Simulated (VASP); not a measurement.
## Ba: single point with PBEsol

The system is Ba.

```xyz
1
Lattice="-2.3526 2.3526 2.8231 2.3526 -2.3526 2.8231 2.3526 2.3526 -2.8231" Properties=species:S:1:pos:R:3 pbc="T T T"
Ba    0.0000    0.0000    0.0000
```

This cell differs from its parent crystal: ratio of the length along z to the lengths across it x 1.2, volume and fractional coordinates fixed.

| Property | Result |
| --- | --- |
| Program | VASP 6.6.1 |
| Task | single point |
| Functional | PBEsol |
| Potentials or basis | VASP PAW PBE potentials, release 64 (Ba_sv) |
| Cutoff | 520 eV |
| k mesh | 16 × 16 × 16 |
| Occupations | gaussian, width 0.15 eV |
| Spin | no spin polarisation |

* Pressure: -0.5 GPa
* Band gap on the k mesh: zero (band 5 reaches 1.87 eV, above the bottom of band 6 at 1.20 eV)

Stress tensor (GPa, compression positive):
```
-0.38  0.00  0.00
 0.00 -0.38  0.00
 0.00  0.00 -0.64
```

Levels at points of the mesh, in eV from the Fermi level:
| k point | band 3 | band 4 | band 5 | band 6 | band 7 | band 8 |
| --- | --- | --- | --- | --- | --- | --- |
| (0.00, 0.00, 0.00) | -13.80 | -13.80 | -2.80 | 1.61 | 1.61 | 2.43 |
| (0.50, 0.00, 0.00) | -13.91 | -13.81 | -0.97 | 1.10 | 1.12 | 2.31 |
| (0.50, 0.50, 0.00) | -13.98 | -13.87 | -0.88 | 0.05 | 1.67 | 4.16 |
| (0.50, 0.50, 0.50) | -14.05 | -14.05 | -0.72 | -0.39 | 3.08 | 4.59 |

It took 53 s on 1 thread of Intel(R) Xeon(R) 6975P-C (Granite Rapids) (shared host), peak memory 0.36 GiB.

Caveat: the PAW data sets were made with another functional, which shifts forces and pressure a little; spin-orbit coupling is left out, which moves the levels of the heavy elements.
